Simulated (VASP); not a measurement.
# Ti in VASP: further runs

Ti is run at these levels: PBE; tasks: single point.

All numbers are computed with VASP 6.6.1; they aren't measurements. Logs are shortened: lines on timing, memory, paths and dates and some standing lists are left out, and cuts for length are marked.

### 1 The cell of the first run

Symmetry: Fm-3m, No. 225, cubic system. Conventional cell: a = 4.113 Å, b = 4.113 Å, c = 4.113 Å, α = 90.00°, β = 90.00°, γ = 90.00°. Within 3.8 Å of Ti (site symmetry m-3m) lie 12 Ti at 2.91 Å.

### 2 Single point, PBE, collinear spin, ferromagnetic start

Contents of INCAR:

```
PREC     = Accurate       # precision mode
ENCUT    = 520            # plane-wave cutoff, eV
EDIFF    = 1E-6           # SCF threshold, eV
ISMEAR   = 0              # smearing method
SIGMA    = 0.1            # smearing width, eV
LREAL    = False          # projectors in reciprocal space
LASPH    = True           # aspherical terms in the spheres
NELM     = 150            # most SCF steps
ALGO     = Fast           # electronic algorithm
ISIF     = 2              # what is computed and relaxed
LWAVE    = False          # write WAVECAR
LCHARG   = False          # write CHGCAR
ISPIN    = 2              # spin polarisation
MAGMOM   = 1              # initial moments
LORBIT   = 11             # projections on sites
LMAXMIX  = 4              # l up to which the mixer works
GGA      = PE             # functional
NBANDS   = 16             # bands
```

Contents of KPOINTS:

```
regular mesh
0
Gamma
  8 8 8
```

Contents of POSCAR:

```
Ti
1.0
    0.0000000000      2.0564452252      2.0564452252
    2.0564452252      0.0000000000      2.0564452252
    2.0564452252      2.0564452252      0.0000000000
Ti
1
Direct
    0.0000000000      0.0000000000      0.0000000000
```

Potentials or basis: VASP PAW PBE potentials, release 64 (Ti_sv).

On the command line:

```sh
> cat potpaw_PBE.64/Ti_sv/POTCAR > POTCAR
> mpirun -np 1 vasp_std > vasp.out
```

OUTCAR:

```text
PREC = Accurate
   ENCUT = 520
   EDIFF = 1E-6
   ISMEAR = 0
   LREAL = False
   LASPH = True
   NELM = 150
   ISIF = 2
   ISPIN = 2
   LORBIT = 11
   GGA = PE

 ion  position               nearest neighbor table
   1  0.000  0.000  0.000-

  LATTYP: Found a face centered cubic cell.
 ALAT       =     4.1128904504

  Lattice vectors:

 A1 = (   0.0000000000,   2.0564452252,   2.0564452252)
 A2 = (   2.0564452252,   0.0000000000,   2.0564452252)
 A3 = (   2.0564452252,   2.0564452252,   0.0000000000)

Analysis of symmetry for initial positions (statically):
=====================================================================
 Subroutine PRICEL returns:
 Original cell was already a primitive cell.

 Routine SETGRP: Setting up the symmetry group for a
 face centered cubic supercell.

 Subroutine GETGRP returns: Found 48 space group operations
 (whereof 48 operations were pure point group operations)
 out of a pool of 48 trial point group operations.

The static configuration has the point symmetry O_h .

Analysis of symmetry for dynamics (positions and initial velocities):
=====================================================================
 Subroutine PRICEL returns:
 Original cell was already a primitive cell.

 Routine SETGRP: Setting up the symmetry group for a
 face centered cubic supercell.

 Subroutine GETGRP returns: Found 48 space group operations
 (whereof 48 operations were pure point group operations)
 out of a pool of 48 trial point group operations.

The dynamic configuration has the point symmetry O_h .

Analysis of structural, dynamic, and magnetic symmetry:
=====================================================================
 Subroutine PRICEL returns:
 Original cell was already a primitive cell.

 Routine SETGRP: Setting up the symmetry group for a
 face centered cubic supercell.

 Subroutine GETGRP returns: Found 48 space group operations
 (whereof 48 operations were pure point group operations)
 out of a pool of 48 trial point group operations.

The overall configuration has the point symmetry O_h .

 Subroutine INISYM returns: Found 48 space group operations
 (whereof 48 operations are pure point group operations),
 and found     1 'primitive' translations

----------------------------------------------------------------------------------------

                                     Primitive cell

  volume of cell :      17.3933

  direct lattice vectors                    reciprocal lattice vectors
     0.000000000  2.056445225  2.056445225    -0.243138010  0.243138010  0.243138010
     2.056445225  0.000000000  2.056445225     0.243138010 -0.243138010  0.243138010
     2.056445225  2.056445225  0.000000000     0.243138010  0.243138010 -0.243138010

  length of vectors
     2.908252728  2.908252728  2.908252728     0.421127387  0.421127387  0.421127387

  position of ions in fractional coordinates (direct lattice)
     0.000000000  0.000000000  0.000000000

  ion indices of the primitive-cell ions
   primitive index   ion index
                 1           1

----------------------------------------------------------------------------------------

 KPOINTS: regular mesh

Automatic generation of k-mesh.
 Grid dimensions read from file:
 generate k-points for:    8    8    8

 Generating k-lattice:

  Cartesian coordinates                     Fractional coordinates (reciprocal lattice)
    -0.030392251  0.030392251  0.030392251     0.125000000  0.000000000  0.000000000
     0.030392251 -0.030392251  0.030392251     0.000000000  0.125000000  0.000000000
     0.030392251  0.030392251 -0.030392251     0.000000000  0.000000000  0.125000000

  Length of vectors
     0.052640923  0.052640923  0.052640923

  Shift w.r.t. Gamma in fractional coordinates (k-lattice)
     0.000000000  0.000000000  0.000000000

 Subroutine IBZKPT returns following result:
 ===========================================

 Found     29 irreducible k-points:

 Following reciprocal coordinates:
            Coordinates               Weight
  0.000000  0.000000  0.000000      1.000000
  0.125000  0.000000  0.000000      8.000000
  0.250000  0.000000  0.000000      8.000000
  0.375000  0.000000  0.000000      8.000000
  0.500000  0.000000  0.000000      4.000000
  0.125000  0.125000  0.000000      6.000000
[... 16 lines left out ...]
  0.500000  0.250000  0.125000     48.000000
 -0.375000  0.250000  0.125000     24.000000
 [... further k-points ...]
   k-points           NKPTS =     29   k-points in BZ     NKDIM =     29   number of bands    NBANDS=     16
   number of dos      NEDOS =    301   number of ions     NIONS =      1
   total plane-waves  NPLWV =  13824
   dimension x,y,z NGX =    24 NGY =   24 NGZ =   24
   dimension x,y,z NGXF=    48 NGYF=   48 NGZF=   48
   ions per type =               1
   NGX,Y,Z   is equivalent  to a cutoff of  13.72, 13.72, 13.72 a.u.
   NGXF,Y,Z  is equivalent  to a cutoff of  27.44, 27.44, 27.44 a.u.
 SYSTEM =  unknown system
   PREC   = accura    normal or accurate (medium, high low for compatibility)
   ISTART =      0    job   : 0-new  1-cont  2-samecut
   ICHARG =      2    charge: 1-file 2-atom 10-const
   ISPIN  =      2    spin polarized calculation?
   LNONCOLLINEAR =      F non collinear calculations
   LSORBIT =      F    spin-orbit coupling
   LASPH  =      T    aspherical Exc in radial PAW
   ENCUT  =  520.0 eV  38.22 Ry    6.18 a.u.   5.41  5.41  5.41*2*pi/ulx,y,z
   NELM   =    150;   NELMIN=  2; NELMDL= -5     # of ELM steps
   EDIFF  = 0.1E-05   stopping-criterion for ELM
   LREAL  =      F    real-space projection
   EDIFFG = 0.1E-04   stopping-criterion for IOM
   NSW    =      0    number of steps for IOM
   IBRION =     -1    ionic relax: 0-MD 1-quasi-New 2-CG
   NFREE  =      0    steps in history (QN), initial steepest desc. (CG)
   ISIF   =      2    stress and relaxation
   ISYM   =      2    0-nonsym 1-usesym 2-fastsym
   POTIM  = 0.5000    time-step for ionic-motion
   TEBEG  =    0.0;   TEEND  =   0.0 temperature during run
   PSTRESS=    0.0 pullay stress
   NELECT =      12.0000    total number of electrons
   NUPDOWN=      -1.0000    fix difference up-down
   EMIN   =  10.00;   EMAX   =-10.00  energy-range for DOS
   EFERMI =   0.00;   METHOD = LEGACY
   ISMEAR =     0;   SIGMA  =   0.10  broadening in eV -4-tet -1-fermi 0-gaus
   EFERMI_NEDOS =   21; number of points for ismear=-14 and -15
   IALGO  =     68    algorithm
   IMIX   =      4    mixing-type and parameters
     AMIX     =   0.40;   BMIX     =  1.00
     AMIX_MAG =   1.60;   BMIX_MAG =  1.00
  volume/ion in A,a.u.               =      17.39       117.38
  Fermi-wavevector in a.u.,A,eV,Ry     =   1.446577  2.733633 28.471332  2.092584
  Thomas-Fermi vector in A             =   2.564629
   LORBIT       =     11    0 simple, 1 ext, 2 COOP (PROOUT), +10 PAW based schemes
   GGA     = PE    functional components
   LHFCALC =     F    Hartree Fock is set to
   AEXX    =    0.0000 exact exchange contribution
   IVDW    =     0    specifies the selected vdW correction
   LEPSILON=     F    determine dielectric tensor
   LRPA    =     F    only Hartree local field effects (RPA)
 spin polarized calculation
 RMM-DIIS sequential band-by-band and
 Gauss-broadening in eV      SIGMA  =   0.10
  energy-cutoff  :      520.00
  volume of cell :       17.39
 maximum number of plane-waves:       489
 NGX is ok and might be reduce to    24
   NGX = 11   NGY = 11   NGZ = 11

 number of electron      12.0000002 magnetization      -0.0000831

 number of electron      12.0000002 magnetization       0.0000945

 Free energy of the ion-electron system (eV)
  ---------------------------------------------------
  ext. energy  EPLUGINS =         0.00000000
  ---------------------------------------------------
  free energy    TOTEN  =        -7.77745367 eV

  energy without entropy =       -7.76983356  energy(sigma->0) =       -7.77364362

 E-fermi :   8.2344     XC(G=0): -11.4942

 val. band max:        8.1926175135   @ k =  -0.2500   0.2500   0.0000
 cond. band min:       8.2752914123   @ k =   0.2500   0.0000   0.0000
 fundamental gap:      0.0826738988
 Fermi energy:         8.2343727103

 spin component 1

 k-point     1 :       0.0000    0.0000    0.0000
  band No.  band energies     occupation
      1     -48.5238      1.00000
      2     -24.3844      1.00000
      3     -24.3844      1.00000
      4     -24.3844      1.00000
      5       2.1133      1.00000
      6       9.0676      0.00000
[... 8 lines left out ...]
     15      31.7108      0.00000
     16      32.8267      0.00000

 k-point     2 :       0.1250    0.0000    0.0000
  band No.  band energies     occupation
      1     -48.5063      1.00000
      2     -24.4847      1.00000
      3     -24.3971      1.00000
      4     -24.3971      1.00000
      5       2.6079      1.00000
      6       8.7825      0.00000
[... 8 lines left out ...]
     15      31.5484      0.00000
     16      32.5800      0.00000
[... 387 lines left out ...]
      5       6.1444      1.00000
      6       7.5937      1.00000
[... 8 lines left out ...]
     15      30.5917      0.00000
     16      34.5102      0.00000

 k-point    24 :      -0.3750    0.2500    0.1250
  band No.  band energies     occupation
      1     -48.3829      1.00000
      2     -24.9545      1.00000
      3     -24.6430      1.00000
      4     -24.5243      1.00000
      5       6.6267      1.00000
      6       7.4396      1.00000
[... 8 lines left out ...]
     15      31.0354      0.00000
     16      34.8549      0.00000

 [... further k-points ...]

 spin component 2

 k-point     1 :       0.0000    0.0000    0.0000
  band No.  band energies     occupation
      1     -48.5237      1.00000
      2     -24.3843      1.00000
      3     -24.3843      1.00000
      4     -24.3843      1.00000
      5       2.1133      1.00000
      6       9.0677      0.00000
[... 8 lines left out ...]
     15      31.7109      0.00000
     16      32.8268      0.00000

 k-point     2 :       0.1250    0.0000    0.0000
  band No.  band energies     occupation
      1     -48.5062      1.00000
      2     -24.4846      1.00000
      3     -24.3970      1.00000
      4     -24.3970      1.00000
      5       2.6079      1.00000
      6       8.7826      0.00000
[... 8 lines left out ...]
     15      31.5500      0.00000
     16      32.5801      0.00000
[... 387 lines left out ...]
      5       6.1445      1.00000
      6       7.5938      1.00000
[... 8 lines left out ...]
     15      30.5918      0.00000
     16      34.5105      0.00000

 k-point    24 :      -0.3750    0.2500    0.1250
  band No.  band energies     occupation
      1     -48.3828      1.00000
      2     -24.9544      1.00000
      3     -24.6430      1.00000
      4     -24.5242      1.00000
      5       6.6268      1.00000
      6       7.4396      1.00000
[... 8 lines left out ...]
     15      31.0356      0.00000
     16      34.8550      0.00000

 [... further k-points ...]
[... 5 lines left out ...]
  --------------------------------------------------------------------------------------
  -------------------------------------------------------------------------------------
  Total       -0.0306998     -0.0306998     -0.0306998     -0.0000000     -0.0000000     -0.0000000
  in kB       -2.8279002     -2.8279002     -2.8279002     -0.0000000     -0.0000000     -0.0000000
  external PRESSURE =      -2.8279002 kB  Pullay stress =       0.0000000 kB

 VOLUME and BASIS-vectors are now :
 -----------------------------------------------------------------------------
  energy-cutoff  :      520.00
  volume of cell :       17.39
      direct lattice vectors                 reciprocal lattice vectors
     0.000000000  2.056445225  2.056445225    -0.243138010  0.243138010  0.243138010
     2.056445225  0.000000000  2.056445225     0.243138010 -0.243138010  0.243138010
     2.056445225  2.056445225  0.000000000     0.243138010  0.243138010 -0.243138010

 POSITION                                       TOTAL-FORCE (eV/Angst)
 -----------------------------------------------------------------------------------
      0.00000      0.00000      0.00000        -0.000000     -0.000000      0.000000
 -----------------------------------------------------------------------------------
    total drift:                               -0.000000      0.000000     -0.000000

  FREE ENERGIE OF THE ION-ELECTRON SYSTEM (eV)
  ---------------------------------------------------
  free  energy   TOTEN  =        -7.7774536740 eV

  energy  without entropy=       -7.7698335632  energy(sigma->0) =       -7.77364362

 total charge

# of ion       s       p       d       tot
------------------------------------------
    1        2.245   6.121   1.884  10.251

 magnetization (x)

# of ion       s       p       d       tot
------------------------------------------
    1        0.000   0.000   0.000   0.000
```

Wall time 11 s (1 thread of Intel Xeon 6975P-C (Granite Rapids), shared host); peak memory 0.15 GiB.

What came out:

```
Free energy                                           : -7.7775 eV
Pressure                                              : -0.3 GPa
Band gap on the k mesh                                : zero (filled and empty bands overlap)
Net moment                                            : 0.00 μB per cell
Valence electrons inside the program's atomic spheres : Ti 10.25
```

Levels at points of the mesh, in eV from the Fermi level:
Spin up:
```tsv
k point	band 4	band 5	band 6	band 7	band 8	band 9
(0.00, 0.00, 0.00)	-32.62	-6.12	0.83	0.83	0.83	2.46
(0.50, 0.00, 0.00)	-32.70	-2.62	0.60	0.72	0.72	3.52
(0.50, 0.50, 0.00)	-32.85	-2.60	-1.74	2.80	3.52	3.79
```
Spin down:
```
           k point  band 4  band 5  band 6  band 7  band 8  band 9
(0.00, 0.00, 0.00)  -32.62   -6.12    0.83    0.83    0.83    2.46
(0.50, 0.00, 0.00)  -32.70   -2.62    0.60    0.72    0.72    3.52
(0.50, 0.50, 0.00)  -32.85   -2.60   -1.74    2.80    3.52    3.79
```

(Continued in part 2 of 2.)
